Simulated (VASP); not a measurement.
# SrB2 (P6/mmm) in VASP: further runs

Runs on SrB2. Level: PBE. Tasks: single point, relaxation of cell and atoms.

Everything below comes from runs of VASP 6.6.1. Logs are shortened: lines on timing, memory, paths and dates and some standing lists are left out, and cuts for length are marked.

### 1 The cell of the first run

It takes space group P6/mmm (No. 191, hexagonal). The conventional cell has a = 3.306 Å, b = 3.306 Å, c = 4.412 Å, α = 90.00°, β = 90.00°, γ = 120.00°. Within 3.8 Å of Sr (site symmetry 6/mmm) lie 12 B at 2.92 Å and 6 Sr at 3.31 Å. B (site symmetry -6m2) has 3 B at 1.91 Å within 2.5 Å.

### 2 Single point, PBE

The input, INCAR:

```
ALGO     = Normal         # electronic algorithm
EDIFF    = 1E-6           # SCF threshold, eV
ENCUT    = 520            # plane-wave cutoff, eV
GGA      = PE             # functional
ISIF     = 2              # what is computed and relaxed
ISMEAR   = 0              # smearing method
LASPH    = T              # aspherical terms in the spheres
LCHARG   = F              # write CHGCAR
LREAL    = F              # projectors in reciprocal space
LWAVE    = F              # write WAVECAR
NBANDS   = 15             # bands
NELM     = 60             # most SCF steps
PREC     = Accurate       # precision mode
SIGMA    = 0.1            # smearing width, eV
```

The input, KPOINTS:

```
k-points
0
Gamma
  12 12 12
```

The input, POSCAR:

```
SrB2
1.0
    3.3058449938      0.0000000000      0.0000000000
   -1.6529224969      2.8629457456      0.0000000000
    0.0000000000      0.0000000000      4.4118750319
Sr B
1 2
Direct
    0.0000000000      0.0000000000      0.0000000000
    0.6666666667      0.3333333333      0.5000000000
    0.3333333333      0.6666666667      0.5000000000
```

Potentials or basis: VASP PAW PBE potentials, release 64 (Sr_sv, B).

The run is started by

```
$ cat potpaw_PBE.64/Sr_sv/POTCAR potpaw_PBE.64/B/POTCAR > POTCAR
$ mpirun -np 1 vasp_std > vasp.out
```

OUTCAR:

```text
EDIFF = 1E-6
   ENCUT = 520
   GGA = PE
   ISIF = 2
   ISMEAR = 0
   LASPH = T
   LREAL = F
   NELM = 60
   PREC = Accurate

 ion  position               nearest neighbor table
   1  0.000  0.000  0.000-   2 2.92   3 2.92   2 2.92   3 2.92   3 2.92   3 2.92   2 2.92   2 2.92
                             2 2.92   2 2.92   3 2.92   3 2.92
   2  0.667  0.333  0.500-   3 1.91   3 1.91   3 1.91   1 2.92   1 2.92   1 2.92   1 2.92   1 2.92
                             1 2.92
   3  0.333  0.667  0.500-   2 1.91   2 1.91   2 1.91   1 2.92   1 2.92   1 2.92   1 2.92   1 2.92
                             1 2.92

  LATTYP: Found a hexagonal cell.
 ALAT       =     3.3058449938
 C/A-ratio  =     1.3345680273

  Lattice vectors:

 A1 = (   3.3058449938,   0.0000000000,   0.0000000000)
 A2 = (  -1.6529224969,   2.8629457456,   0.0000000000)
 A3 = (   0.0000000000,   0.0000000000,   4.4118750319)

Analysis of symmetry for initial positions (statically):
=====================================================================
 Subroutine PRICEL returns:
 Original cell was already a primitive cell.

 Routine SETGRP: Setting up the symmetry group for a
 hexagonal supercell.

 Subroutine GETGRP returns: Found 24 space group operations
 (whereof 24 operations were pure point group operations)
 out of a pool of 24 trial point group operations.

The static configuration has the point symmetry D_6h.

Analysis of symmetry for dynamics (positions and initial velocities):
=====================================================================
 Subroutine PRICEL returns:
 Original cell was already a primitive cell.

 Routine SETGRP: Setting up the symmetry group for a
 hexagonal supercell.

 Subroutine GETGRP returns: Found 24 space group operations
 (whereof 24 operations were pure point group operations)
 out of a pool of 24 trial point group operations.

The dynamic configuration has the point symmetry D_6h.

 Subroutine INISYM returns: Found 24 space group operations
 (whereof 24 operations are pure point group operations),
 and found     1 'primitive' translations

----------------------------------------------------------------------------------------

                                     Primitive cell

  volume of cell :      41.7560

  direct lattice vectors                    reciprocal lattice vectors
     3.305844994  0.000000000  0.000000000     0.302494522  0.174645293  0.000000000
    -1.652922497  2.862945746  0.000000000     0.000000000  0.349290587  0.000000000
     0.000000000  0.000000000  4.411875032     0.000000000  0.000000000  0.226660999

  length of vectors
     3.305844994  3.305844994  4.411875032     0.349290587  0.349290587  0.226660999

  position of ions in fractional coordinates (direct lattice)
     0.000000000  0.000000000  0.000000000
     0.666666667  0.333333333  0.500000000
     0.333333333  0.666666667  0.500000000

  ion indices of the primitive-cell ions
   primitive index   ion index
                 1           1
                 2           2
                 3           3

----------------------------------------------------------------------------------------

 KPOINTS: k-points

Automatic generation of k-mesh.
 Grid dimensions read from file:
 generate k-points for:   12   12   12

 Generating k-lattice:

  Cartesian coordinates                     Fractional coordinates (reciprocal lattice)
     0.025207877  0.014553774  0.000000000     0.083333333  0.000000000  0.000000000
     0.000000000  0.029107549  0.000000000     0.000000000  0.083333333  0.000000000
     0.000000000  0.000000000  0.018888417     0.000000000  0.000000000  0.083333333

  Length of vectors
     0.029107549  0.029107549  0.018888417

  Shift w.r.t. Gamma in fractional coordinates (k-lattice)
     0.000000000  0.000000000  0.000000000

 Subroutine IBZKPT returns following result:
 ===========================================

 Found    133 irreducible k-points:

 Following reciprocal coordinates:
            Coordinates               Weight
  0.000000  0.000000  0.000000      1.000000
  0.083333 -0.000000  0.000000      6.000000
  0.166667  0.000000  0.000000      6.000000
  0.250000 -0.000000  0.000000      6.000000
  0.333333 -0.000000  0.000000      6.000000
  0.416667 -0.000000  0.000000      6.000000
[... 16 lines left out ...]
  0.250000 -0.000000  0.083333     12.000000
  0.333333 -0.000000  0.083333     12.000000
 [... further k-points ...]
   k-points           NKPTS =    133   k-points in BZ     NKDIM =    133   number of bands    NBANDS=     15
   number of dos      NEDOS =    301   number of ions     NIONS =      3
   total plane-waves  NPLWV =  28224
   dimension x,y,z NGX =    28 NGY =   28 NGZ =   36
   dimension x,y,z NGXF=    56 NGYF=   56 NGZF=   72
   ions per type =               1   2
   NGX,Y,Z   is equivalent  to a cutoff of  14.08, 14.08, 13.57 a.u.
   NGXF,Y,Z  is equivalent  to a cutoff of  28.16, 28.16, 27.13 a.u.
 SYSTEM =  unknown system
   PREC   = accura    normal or accurate (medium, high low for compatibility)
   ISTART =      0    job   : 0-new  1-cont  2-samecut
   ICHARG =      2    charge: 1-file 2-atom 10-const
   ISPIN  =      1    spin polarized calculation?
   LNONCOLLINEAR =      F non collinear calculations
   LSORBIT =      F    spin-orbit coupling
   LASPH  =      T    aspherical Exc in radial PAW
   ENCUT  =  520.0 eV  38.22 Ry    6.18 a.u.   6.15  6.15  8.20*2*pi/ulx,y,z
   NELM   =     60;   NELMIN=  2; NELMDL= -5     # of ELM steps
   EDIFF  = 0.1E-05   stopping-criterion for ELM
   LREAL  =      F    real-space projection
   EDIFFG = 0.1E-04   stopping-criterion for IOM
   NSW    =      0    number of steps for IOM
   IBRION =     -1    ionic relax: 0-MD 1-quasi-New 2-CG
   NFREE  =      0    steps in history (QN), initial steepest desc. (CG)
   ISIF   =      2    stress and relaxation
   ISYM   =      2    0-nonsym 1-usesym 2-fastsym
   POTIM  = 0.5000    time-step for ionic-motion
   TEBEG  =    0.0;   TEEND  =   0.0 temperature during run
   PSTRESS=    0.0 pullay stress
   NELECT =      16.0000    total number of electrons
   NUPDOWN=      -1.0000    fix difference up-down
   EMIN   =  10.00;   EMAX   =-10.00  energy-range for DOS
   EFERMI =   0.00;   METHOD = LEGACY
   ISMEAR =     0;   SIGMA  =   0.10  broadening in eV -4-tet -1-fermi 0-gaus
   EFERMI_NEDOS =   21; number of points for ismear=-14 and -15
   IALGO  =     38    algorithm
   IMIX   =      4    mixing-type and parameters
     AMIX     =   0.40;   BMIX     =  1.00
     AMIX_MAG =   1.60;   BMIX_MAG =  1.00
  volume/ion in A,a.u.               =      13.92        93.93
  Fermi-wavevector in a.u.,A,eV,Ry     =   1.189073  2.247022 19.237207  1.413895
  Thomas-Fermi vector in A             =   2.325189
   LORBIT       =      0    0 simple, 1 ext, 2 COOP (PROOUT), +10 PAW based schemes
   GGA     = PE    functional components
   LHFCALC =     F    Hartree Fock is set to
   AEXX    =    0.0000 exact exchange contribution
   IVDW    =     0    specifies the selected vdW correction
   LEPSILON=     F    determine dielectric tensor
   LRPA    =     F    only Hartree local field effects (RPA)
 non-spin polarized calculation
 Gauss-broadening in eV      SIGMA  =   0.10
  energy-cutoff  :      520.00
  volume of cell :       41.76
 maximum number of plane-waves:      1146
 NGX is ok and might be reduce to    28
   NGX = 13   NGY = 13   NGZ = 17

 number of electron      16.0000000 magnetization

 Free energy of the ion-electron system (eV)
  ---------------------------------------------------
  ext. energy  EPLUGINS =         0.00000000
  ---------------------------------------------------
  free energy    TOTEN  =       -14.49597839 eV

  energy without entropy =      -14.48904967  energy(sigma->0) =      -14.49251403

 E-fermi :   4.3687     XC(G=0): -10.6346

 val. band max:        4.3606960674   @ k =   0.4167   0.1667   0.2500
 cond. band min:       4.4363408474   @ k =   0.4167  -0.0000   0.4167
 fundamental gap:      0.0756447800
 Fermi energy:         4.3687485649

 k-point     1 :       0.0000    0.0000    0.0000
  band No.  band energies     occupation
      1     -30.4432      2.00000
      2     -12.4592      2.00000
      3     -11.8787      2.00000
      4     -11.8787      2.00000
      5      -5.6532      2.00000
      6       2.8983      2.00000
      7       4.2231      1.96061
      8       4.6821      0.00001
      9       4.6821      0.00001
     10       9.6402      0.00000
     11       9.6402      0.00000
     12      10.2832      0.00000
     13      11.1210      0.00000
     14      11.1210      0.00000
     15      12.1784      0.00000

 k-point     2 :       0.0833   -0.0000    0.0000
  band No.  band energies     occupation
      1     -30.4278      2.00000
      2     -12.4350      2.00000
      3     -12.0072      2.00000
      4     -11.9040      2.00000
      5      -5.5245      2.00000
      6       2.8596      2.00000
      7       4.1810      1.99207
      8       4.4539      0.22860
      9       4.5752      0.00350
     10       9.0838      0.00000
     11       9.6470      0.00000
     12      10.9055      0.00000
     13      11.1545      0.00000
     14      11.4597      0.00000
     15      11.6426      0.00000
[... 365 lines left out ...]
      3     -12.2903      2.00000
      4     -12.0622      2.00000
      5      -4.5541      2.00000
      6       1.7028      2.00000
      7       2.6255      2.00000
      8       3.9017      2.00000
      9       5.4179      0.00000
     10       8.0507      0.00000
     11       9.2034      0.00000
     12      10.4926      0.00000
     13      10.7458      0.00000
     14      11.1900      0.00000
     15      12.8015      0.00000

 k-point    24 :       0.3333   -0.0000    0.0833
  band No.  band energies     occupation
      1     -30.2672      2.00000
      2     -13.1479      2.00000
      3     -12.1915      2.00000
      4     -12.1507      2.00000
      5      -3.8482      2.00000
      6       0.4111      2.00000
      7       2.5813      2.00000
      8       3.5564      2.00000
      9       5.1060      0.00000
     10       7.9579      0.00000
     11       9.3095      0.00000
     12      10.5343      0.00000
     13      10.5505      0.00000
     14      11.9805      0.00000
     15      13.3695      0.00000

 [... further k-points ...]

------------------------ aborting loop because EDIFF is reached ----------------------------------------

  FORCE on cell =-STRESS in cart. coord.  units (eV):
  Direction    XX          YY          ZZ          XY          YZ          ZX
  --------------------------------------------------------------------------------------
  -------------------------------------------------------------------------------------
  Total        0.0880625      0.0880625      0.1283279      0.0000000     -0.0000000      0.0000000
  in kB        3.3789561      3.3789561      4.9239421      0.0000000     -0.0000000      0.0000000
  external PRESSURE =       3.8939514 kB  Pullay stress =       0.0000000 kB

 VOLUME and BASIS-vectors are now :
 -----------------------------------------------------------------------------
  energy-cutoff  :      520.00
  volume of cell :       41.76
      direct lattice vectors                 reciprocal lattice vectors
     3.305844994  0.000000000  0.000000000     0.302494522  0.174645293  0.000000000
    -1.652922497  2.862945746  0.000000000     0.000000000  0.349290587  0.000000000
     0.000000000  0.000000000  4.411875032     0.000000000  0.000000000  0.226660999

 POSITION                                       TOTAL-FORCE (eV/Angst)
 -----------------------------------------------------------------------------------
      0.00000      0.00000      0.00000        -0.000000      0.000000     -0.000000
      1.65292      0.95432      2.20594         0.000000     -0.000000      0.000000
     -0.00000      1.90863      2.20594        -0.000000      0.000000     -0.000000
 -----------------------------------------------------------------------------------
    total drift:                               -0.000000      0.000000      0.000000

  FREE ENERGIE OF THE ION-ELECTRON SYSTEM (eV)
  ---------------------------------------------------
  free  energy   TOTEN  =       -14.4959783893 eV

  energy  without entropy=      -14.4890496703  energy(sigma->0) =      -14.49251403
```

Run time: 41 s. Hardware: 1 thread of Intel Xeon 6975P-C (Granite Rapids), shared host; peak memory 0.23 GiB.

What came out:

```yaml
Free_energy: -14.4960 eV
Pressure: 0.4 GPa
Band_gap_on_the_k_mesh: zero (bands 8 and 9 overlap by 1.31 eV)
```

### 3 Relaxation of cell and atoms, PBE

This run uses another cell than the first one, of 13.19 Å³/atom.

The input, INCAR:

```
PREC = Accurate ; ENCUT = 600
EDIFF = 1E-6 ; ISMEAR = 0
SIGMA = 0.1 ; LREAL = F
LASPH = T ; NELM = 60
ALGO = Normal ; ISIF = 3
LWAVE = F ; LCHARG = F
GGA = PE ; IBRION = 2
NSW = 80 ; EDIFFG = -0.01
```

The input, KPOINTS:

```
Automatic mesh
0
Gamma
  12 12 12
```

The input, POSCAR:

```
SrB2
1.0
    3.4172822797      0.0000000000      0.0000000000
   -1.7086411398      2.9594532661      0.0000000000
    0.0000000000      0.0000000000      3.9131222914
Sr B
1 2
Direct
    0.0000000000      0.0000000000      0.0000000000
    0.6666666667      0.3333333333      0.5000000000
    0.3333333333      0.6666666667      0.5000000000
```

Potentials or basis: VASP PAW PBE potentials, release 64 (Sr_sv, B).

The run is started by

```
$ cat potpaw_PBE.64/Sr_sv/POTCAR potpaw_PBE.64/B/POTCAR > POTCAR
$ mpirun -np 1 vasp_std > vasp.out
```

Run time: 1.8 min. Hardware: 1 thread of Intel Xeon 6975P-C (Granite Rapids), shared host; peak memory 0.24 GiB.

Results (log left out):

```
Free energy                           : -14.4970 eV
Relaxed volume                        : 13.98 Å³/atom
Relaxed cell                          : a = 3.311 Å, b = 3.311 Å, c = 4.419 Å, α = 90.00°, β = 90.00°, γ = 120.00°
Space group after relaxing (to 0.1 Å) : P6/mmm (No. 191)
Energy gained by relaxing             : 145.7 meV/atom
Ionic steps                           : 7
Pressure after relaxing               : 0.0 GPa
Band gap on the k mesh                : zero (bands 8 and 9 overlap by 1.30 eV)
```

Stress tensor (GPa, compression positive):
```
-0.08  0.00  0.00
 0.00 -0.08  0.00
 0.00  0.00  0.02
```

Step by step:
```csv
step,energy change (eV),largest force (eV/Å),pressure (GPa),volume (Å³)
1,0.0000,0.0000,8.40,39.57
2,-0.3938,0.0000,-3.11,43.49
3,-0.3967,0.0000,-4.09,43.94
4,-0.4367,0.0000,-0.32,42.04
5,-0.4367,0.0000,-0.34,42.08
6,-0.4367,0.0000,-0.43,42.11
7,-0.4372,0.0000,-0.05,41.94
```

Final structure:
```
Sr B
1.0
     3.31069    0.00000    0.00000
    -1.65534    2.86714    0.00000
     0.00000    0.00000    4.41870
Sr B
1 2
Direct
  0.00000 0.00000 0.00000
  0.66667 0.33333 0.50000
  0.33333 0.66667 0.50000
```

Levels at points of the mesh, in eV from the Fermi level:
```tsv
k point	band 6	band 7	band 8	band 9	band 10	band 11
(0.00, 0.00, 0.00)	-1.47	-0.15	0.32	0.32	5.26	5.26
(0.50, 0.00, 0.00)	-6.12	-1.93	-1.08	0.35	2.72	5.76
(0.00, 0.00, 0.50)	-4.24	0.78	0.78	2.37	4.02	4.02
(0.50, 0.00, 0.50)	-5.14	-1.63	-1.21	0.07	4.90	4.98
```
